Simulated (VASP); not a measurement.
# BN (P3m1) in VASP: further runs

BN is run at these levels: r2SCAN; tasks: single point.

All numbers are computed with VASP 6.6.1; they aren't measurements. Logs are shortened: lines on timing, memory, paths and dates and some standing lists are left out, and cuts for length are marked.

### Step 1. The cell of the first run

Symmetry: P3m1, No. 156, trigonal system. The conventional cell has a = 2.554 Å, b = 2.554 Å, c = 4.227 Å, α = 90.00°, β = 90.00°, γ = 120.00°. B (site symmetry 3m) has 4 N at 1.57 to 1.81 Å within 2.1 Å. Within 2.0 Å of B (site symmetry 3m) lie 4 N at 1.51 to 1.58 Å. Within 2.0 Å of N (site symmetry 3m) lie 4 B at 1.51 to 1.81 Å. Within 2.1 Å of N (site symmetry 3m) lie 4 B at 1.57 to 1.58 Å.

### Step 2. Single point, r2SCAN (atom 3 (N) moved by (+0.000, -0.225) A along x and z)

POSCAR reads:

```
BN
1.0
    2.5539396017      0.0000000000      0.0000000000
   -1.2769698009      2.2117765748      0.0000000000
    0.0000000000      0.0000000000      4.2268550000
B N
2 2
Direct
    0.6666666667      0.3333333333      0.9997240000
    0.3333333333      0.6666666667      0.4997240000
    0.6666666667      0.3333333333      0.5720449334
    0.3333333333      0.6666666667      0.1252760000
```

INCAR.step1 reads:

```
SYSTEM = BN
PREC = Accurate ; ENCUT = 520
ISMEAR = 0 ; SIGMA = 0.05
LREAL = .FALSE. ; LASPH = .TRUE.
NELM = 60 ; NBANDS = 16
GGA = PE ; ALGO = Normal
EDIFF = 1E-4 ; LWAVE = .TRUE.
LCHARG = .FALSE.
```

INCAR.step2 reads:

```
SYSTEM = BN
PREC = Accurate ; ENCUT = 520
EDIFF = 1E-6 ; ISMEAR = 0
SIGMA = 0.05 ; LREAL = .FALSE.
LASPH = .TRUE. ; NELM = 60
ALGO = Normal ; ISIF = 2
LWAVE = .FALSE. ; LCHARG = .FALSE.
METAGGA = R2SCAN ; LMIXTAU = .TRUE.
NBANDS = 16 ; ISTART = 1
```

KPOINTS reads:

```
regular mesh
0
G
  12 12 6
  0 0 0
```

Potentials or basis: VASP PAW PBE potentials, release 64 (B, N).

Run with:

```bash
$ cat potpaw_PBE.64/B/POTCAR potpaw_PBE.64/N/POTCAR > POTCAR
$ cp INCAR.step1 INCAR
$ mpirun -np 1 vasp_std > vasp.out
$ cp INCAR.step2 INCAR
$ mpirun -np 1 vasp_std > vasp.out
```

OUTCAR:

```text
SYSTEM = BN
   PREC = Accurate
   ENCUT = 520
   EDIFF = 1E-6
   ISMEAR = 0
   LREAL = .FALSE.
   LASPH = .TRUE.
   NELM = 60
   ISIF = 2
   METAGGA = R2SCAN
   ISTART = 1

 ion  position               nearest neighbor table
   1  0.667  0.333  1.000-   4 1.57   4 1.57   4 1.57   3 1.81
   2  0.333  0.667  0.500-   3 1.51   3 1.51   3 1.51   4 1.58
   3  0.667  0.333  0.572-   2 1.51   2 1.51   2 1.51   1 1.81
   4  0.333  0.667  0.125-   1 1.57   1 1.57   1 1.57   2 1.58

  LATTYP: Found a hexagonal cell.
 ALAT       =     2.5539396017
 C/A-ratio  =     1.6550332659

  Lattice vectors:

 A1 = (   2.5539396017,   0.0000000000,   0.0000000000)
 A2 = (  -1.2769698009,   2.2117765748,   0.0000000000)
 A3 = (   0.0000000000,   0.0000000000,   4.2268550000)

Analysis of symmetry for initial positions (statically):
=====================================================================
 Subroutine PRICEL returns:
 Original cell was already a primitive cell.

 Routine SETGRP: Setting up the symmetry group for a
 hexagonal supercell.

 Subroutine GETGRP returns: Found  6 space group operations
 (whereof  6 operations were pure point group operations)
 out of a pool of 24 trial point group operations.

The static configuration has the point symmetry C_3v.

Analysis of symmetry for dynamics (positions and initial velocities):
=====================================================================
 Subroutine PRICEL returns:
 Original cell was already a primitive cell.

 Routine SETGRP: Setting up the symmetry group for a
 hexagonal supercell.

 Subroutine GETGRP returns: Found  6 space group operations
 (whereof  6 operations were pure point group operations)
 out of a pool of 24 trial point group operations.

The dynamic configuration has the point symmetry C_3v.

 Subroutine INISYM returns: Found  6 space group operations
 (whereof  6 operations are pure point group operations),
 and found     1 'primitive' translations

----------------------------------------------------------------------------------------

                                     Primitive cell

  volume of cell :      23.8764

  direct lattice vectors                    reciprocal lattice vectors
     2.553939602  0.000000000  0.000000000     0.391551938  0.226062617  0.000000000
    -1.276969801  2.211776575  0.000000000     0.000000000  0.452125233  0.000000000
     0.000000000  0.000000000  4.226855000     0.000000000  0.000000000  0.236582518

  length of vectors
     2.553939602  2.553939602  4.226855000     0.452125233  0.452125233  0.236582518

  position of ions in fractional coordinates (direct lattice)
     0.666666667  0.333333333  0.999724000
     0.333333333  0.666666667  0.499724000
     0.666666667  0.333333333  0.572044933
     0.333333333  0.666666667  0.125276000

  ion indices of the primitive-cell ions
   primitive index   ion index
                 1           1
                 2           2
                 3           3
                 4           4

----------------------------------------------------------------------------------------

 KPOINTS: regular mesh

Automatic generation of k-mesh.
 Grid dimensions read from file:
 generate k-points for:   12   12    6

 Generating k-lattice:

  Cartesian coordinates                     Fractional coordinates (reciprocal lattice)
     0.032629328  0.018838551  0.000000000     0.083333333  0.000000000  0.000000000
     0.000000000  0.037677103  0.000000000     0.000000000  0.083333333  0.000000000
     0.000000000  0.000000000  0.039430420     0.000000000  0.000000000  0.166666667

  Length of vectors
     0.037677103  0.037677103  0.039430420

  Shift w.r.t. Gamma in fractional coordinates (k-lattice)
     0.000000000  0.000000000  0.000000000

 Subroutine IBZKPT returns following result:
 ===========================================

 Found    100 irreducible k-points:

 Following reciprocal coordinates:
            Coordinates               Weight
  0.000000  0.000000  0.000000      1.000000
  0.083333  0.000000  0.000000      6.000000
  0.166667  0.000000  0.000000      6.000000
  0.250000  0.000000  0.000000      6.000000
  0.333333  0.000000  0.000000      6.000000
  0.416667  0.000000  0.000000      6.000000
[... 16 lines left out ...]
  0.166667  0.000000  0.166667      6.000000
  0.000000  0.166667  0.166667      6.000000
 [... further k-points ...]
   k-points           NKPTS =    100   k-points in BZ     NKDIM =    100   number of bands    NBANDS=     16
   number of dos      NEDOS =    301   number of ions     NIONS =      4
   total plane-waves  NPLWV =  12800
   dimension x,y,z NGX =    20 NGY =   20 NGZ =   32
   dimension x,y,z NGXF=    40 NGYF=   40 NGZF=   64
   ions per type =               2   2
   NGX,Y,Z   is equivalent  to a cutoff of  13.02, 13.02, 12.59 a.u.
   NGXF,Y,Z  is equivalent  to a cutoff of  26.04, 26.04, 25.17 a.u.
 SYSTEM =  BN
   PREC   = accura    normal or accurate (medium, high low for compatibility)
   ISTART =      1    job   : 0-new  1-cont  2-samecut
   ICHARG =      0    charge: 1-file 2-atom 10-const
   ISPIN  =      1    spin polarized calculation?
   LNONCOLLINEAR =      F non collinear calculations
   LSORBIT =      F    spin-orbit coupling
   LASPH  =      T    aspherical Exc in radial PAW
   ENCUT  =  520.0 eV  38.22 Ry    6.18 a.u.   4.75  4.75  7.86*2*pi/ulx,y,z
   NELM   =     60;   NELMIN=  2; NELMDL=  0     # of ELM steps
   EDIFF  = 0.1E-05   stopping-criterion for ELM
   LREAL  =      F    real-space projection
   EDIFFG = 0.1E-04   stopping-criterion for IOM
   NSW    =      0    number of steps for IOM
   IBRION =     -1    ionic relax: 0-MD 1-quasi-New 2-CG
   NFREE  =      0    steps in history (QN), initial steepest desc. (CG)
   ISIF   =      2    stress and relaxation
   ISYM   =      2    0-nonsym 1-usesym 2-fastsym
   POTIM  = 0.5000    time-step for ionic-motion
   TEBEG  =    0.0;   TEEND  =   0.0 temperature during run
   PSTRESS=    0.0 pullay stress
   NELECT =      16.0000    total number of electrons
   NUPDOWN=      -1.0000    fix difference up-down
   EMIN   =  10.00;   EMAX   =-10.00  energy-range for DOS
   EFERMI =   0.00;   METHOD = LEGACY
   ISMEAR =     0;   SIGMA  =   0.05  broadening in eV -4-tet -1-fermi 0-gaus
   EFERMI_NEDOS =   21; number of points for ismear=-14 and -15
   IALGO  =     38    algorithm
   IMIX   =      4    mixing-type and parameters
     AMIX     =   0.40;   BMIX     =  1.00
     AMIX_MAG =   1.60;   BMIX_MAG =  1.00
  volume/ion in A,a.u.               =       5.97        40.28
  Fermi-wavevector in a.u.,A,eV,Ry     =   1.432600  2.707222 27.923836  2.052344
  Thomas-Fermi vector in A             =   2.552210
   LORBIT       =      0    0 simple, 1 ext, 2 COOP (PROOUT), +10 PAW based schemes
   METAGGA = R2SCAN    functional components
   LHFCALC =     F    Hartree Fock is set to
   AEXX    =    0.0000 exact exchange contribution
   IVDW    =     0    specifies the selected vdW correction
   LEPSILON=     F    determine dielectric tensor
   LRPA    =     F    only Hartree local field effects (RPA)
 non-spin polarized calculation
 Gauss-broadening in eV      SIGMA  =   0.05
  energy-cutoff  :      520.00
  volume of cell :       23.88
 maximum number of plane-waves:       660
 NGX is ok and might be reduce to    20
   NGX =  9   NGY =  9   NGZ = 15

 number of electron      16.0000002 magnetization

 Free energy of the ion-electron system (eV)
  ---------------------------------------------------
  ext. energy  EPLUGINS =         0.00000000
  ---------------------------------------------------
  free energy    TOTEN  =       -37.45511997 eV

  energy without entropy =      -37.45511997  energy(sigma->0) =      -37.45511997

 E-fermi :   8.2583     XC(G=0): -13.5736

 val. band max:        8.0396803062   @ k =   0.0000   0.0000   0.0000
 cond. band min:      13.5898302136   @ k =   0.5000   0.0000   0.5000
 fundamental gap:      5.5501499074
 Fermi energy:         8.2582821760

 k-point     1 :       0.0000    0.0000    0.0000
  band No.  band energies     occupation
      1     -14.1946      2.00000
      2      -9.8024      2.00000
      3      -3.6663      2.00000
      4       4.6474      2.00000
      5       4.6474      2.00000
      6       6.8993      2.00000
[... 8 lines left out ...]
     15      19.6763      0.00000
     16      24.9171      0.00000

 k-point     2 :       0.0833    0.0000    0.0000
  band No.  band energies     occupation
      1     -14.0406      2.00000
      2      -9.6885      2.00000
      3      -3.5040      2.00000
      4       3.9409      2.00000
      5       4.3582      2.00000
      6       6.3146      2.00000
[... 8 lines left out ...]
     15      20.1686      0.00000
     16      24.6992      0.00000

 k-point     3 :       0.1667    0.0000    0.0000
  band No.  band energies     occupation
      1     -13.5840      2.00000
      2      -9.3639      2.00000
      3      -3.0239      2.00000
      4       2.2619      2.00000
      5       3.6736      2.00000
      6       4.8640      2.00000
[... 8 lines left out ...]
     15      21.4825      0.00000
     16      24.1494      0.00000

 k-point     4 :       0.2500    0.0000    0.0000
  band No.  band energies     occupation
      1     -12.8437      2.00000
      2      -8.8954      2.00000
      3      -2.2520      2.00000
      4       0.2873      2.00000
      5       2.9016      2.00000
      6       3.0545      2.00000
[... 8 lines left out ...]
     15      23.2906      0.00000
     16      24.0394      0.00000
[... 324 lines left out ...]
 k-point    22 :       0.0000    0.0833    0.1667
  band No.  band energies     occupation
      1     -13.8837      2.00000
      2     -10.2106      2.00000
      3      -2.6597      2.00000
      4       4.0266      2.00000
      5       4.4534      2.00000
      6       6.1247      2.00000
[... 8 lines left out ...]
     15      19.8561      0.00000
     16      24.5399      0.00000

 k-point    23 :       0.1667    0.0000    0.1667
  band No.  band energies     occupation
      1     -13.4296      2.00000
      2      -9.8567      2.00000
      3      -2.2323      2.00000
      4       2.3883      2.00000
      5       3.7741      2.00000
      6       4.5485      2.00000
[... 8 lines left out ...]
     15      21.3223      0.00000
     16      24.3444      0.00000

 k-point    24 :       0.0000    0.1667    0.1667
  band No.  band energies     occupation
      1     -13.4300      2.00000
      2      -9.8550      2.00000
      3      -2.2424      2.00000
      4       2.3718      2.00000
      5       3.7772      2.00000
      6       4.6388      2.00000
[... 8 lines left out ...]
     15      21.1799      0.00000
     16      24.1682      0.00000

 [... further k-points ...]

------------------------ aborting loop because EDIFF is reached ----------------------------------------

  FORCE on cell =-STRESS in cart. coord.  units (eV):
  Direction    XX          YY          ZZ          XY          YZ          ZX
  --------------------------------------------------------------------------------------
  -------------------------------------------------------------------------------------
  Total        0.1863946      0.1863946      1.9095794     -0.0000000      0.0000000     -0.0000000
  in kB       12.5076176     12.5076176    128.1383323     -0.0000000      0.0000000     -0.0000000
  external PRESSURE =      51.0511892 kB  Pullay stress =       0.0000000 kB

 VOLUME and BASIS-vectors are now :
 -----------------------------------------------------------------------------
  energy-cutoff  :      520.00
  volume of cell :       23.88
      direct lattice vectors                 reciprocal lattice vectors
     2.553939602  0.000000000  0.000000000     0.391551938  0.226062617  0.000000000
    -1.276969801  2.211776575  0.000000000     0.000000000  0.452125233  0.000000000
     0.000000000  0.000000000  4.226855000     0.000000000  0.000000000  0.236582518

 POSITION                                       TOTAL-FORCE (eV/Angst)
 -----------------------------------------------------------------------------------
      1.27697      0.73726      4.22569         0.000000     -0.000000     -0.274280
     -0.00000      1.47452      2.11226         0.000000     -0.000000     -2.823143
      1.27697      0.73726      2.41795        -0.000000      0.000000      6.679720
     -0.00000      1.47452      0.52952        -0.000000     -0.000000     -3.582297
 -----------------------------------------------------------------------------------
    total drift:                               -0.000000     -0.000000     -0.000467

  FREE ENERGIE OF THE ION-ELECTRON SYSTEM (eV)
  ---------------------------------------------------
  free  energy   TOTEN  =       -37.4551199708 eV

  energy  without entropy=      -37.4551199708  energy(sigma->0) =      -37.45511997
```

It took 95 s on 1 thread of Intel Xeon Platinum 8559C (Emerald Rapids), shared host; peak memory 0.15 GiB.

Results:

```
Free energy            : -37.4551 eV
Pressure               : 5.1 GPa
Largest force          : 6.680 eV/Å
Band gap on the k mesh : 5.55 eV, indirect (least direct gap 7.03 eV)
```

Forces in eV/Å, atoms in the order of the input:
```
B    0.000  0.000 -0.274
B    0.000  0.000 -2.823
N    0.000  0.000  6.680
N    0.000  0.000 -3.582
```

Stress tensor (GPa, compression positive):
```
 1.25  0.00  0.00
 0.00  1.25  0.00
 0.00  0.00 12.81
```

Levels at points of the mesh, in eV from the valence-band top:
```csv
k point,band 4,band 5,band 6,band 7,band 8,band 9,band 10,band 11,band 12,band 13
"(0.00, 0.00, 0.00)",-3.39,-3.39,-1.14,-1.14,0.00,7.03,8.45,8.45,9.36,10.69
"(0.50, 0.00, 0.00)",-9.19,-7.39,-6.36,-4.36,-3.44,6.33,7.71,10.14,11.87,12.46
"(0.00, 0.00, 0.50)",-5.56,-2.93,-2.93,-1.76,-1.76,8.10,9.41,9.41,9.86,10.24
"(0.50, 0.00, 0.50)",-10.85,-5.73,-4.40,-4.27,-3.17,5.55,6.27,8.85,9.42,14.09
```

Caveat: the cell differs from its parent crystal (atom 3 (N) moved by (+0.000, -0.225) A along x and z); the PAW data sets were made with another functional, which shifts forces and pressure a little.

### Step 3. Single point, r2SCAN (atom 3 (N) moved by (+0.000, +0.225) A along x and z)

Edit POSCAR of step 2 so:

```diff
@@ -10,3 +10,3 @@
     0.3333333333      0.6666666667      0.4997240000
-    0.6666666667      0.3333333333      0.5720449334
+    0.6666666667      0.3333333333      0.6785070666
     0.3333333333      0.6666666667      0.1252760000
```

INCAR.step1 reads:

```
PREC = Accurate
ENCUT = 520
ISMEAR = 0
SIGMA = 0.05
LREAL = False
LASPH = True
NELM = 60
NBANDS = 16
GGA = PE
ALGO = Normal
EDIFF = 1E-4
LWAVE = True
LCHARG = False
```

INCAR.step2 reads:

```
PREC = Accurate
ENCUT = 520
EDIFF = 1E-7
ISMEAR = 0
SIGMA = 0.05
LREAL = False
LASPH = True
NELM = 60
ALGO = Normal
ISIF = 2
LWAVE = False
LCHARG = False
METAGGA = R2SCAN
LMIXTAU = True
NBANDS = 16
ISTART = 1
```

KPOINTS reads:

```
Automatic mesh
0
Gamma
  12 12 6
```

Potentials or basis: VASP PAW PBE potentials, release 64 (B, N).

Run with:

```bash
$ cat potpaw_PBE.64/B/POTCAR potpaw_PBE.64/N/POTCAR > POTCAR
$ cp INCAR.step1 INCAR
$ mpirun -np 1 vasp_std > vasp.out
$ cp INCAR.step2 INCAR
$ mpirun -np 1 vasp_std > vasp.out
```

Wall time 2 min (1 thread of Intel Xeon Platinum 8559C (Emerald Rapids), shared host); peak memory 0.15 GiB.

Results (log left out):

* Free energy: -37.0987 eV
* Pressure: 7.3 GPa
* Largest force: 11.488 eV/Å
* Band gap on the k mesh: 3.61 eV, indirect (least direct gap 7.62 eV)

Forces on the atoms (eV/Å):
```
B     0.000   0.000   4.839
B     0.000   0.000   3.321
N     0.000   0.000 -11.488
N     0.000   0.000   3.327
```

Stress tensor (GPa, compression positive):
```
 0.84  0.00  0.00
 0.00  0.84  0.00
 0.00  0.00 20.08
```

Levels at points of the mesh, in eV from the valence-band top:
```
           k point  band 6  band 7  band 8  band 9  band 10  band 11
(0.00, 0.00, 0.00)   -2.21    0.00    0.00    8.11     8.11     8.63
(0.50, 0.00, 0.00)   -5.84   -5.67   -1.86    6.51     6.88     8.85
(0.00, 0.00, 0.50)   -2.18   -0.91   -0.91    9.16     9.50     9.50
(0.50, 0.00, 0.50)   -4.87   -4.27   -3.31    5.96     6.34     9.79
```

Caveat: the cell differs from its parent crystal (atom 3 (N) moved by (+0.000, +0.225) A along x and z); the PAW data sets were made with another functional, which shifts forces and pressure a little.
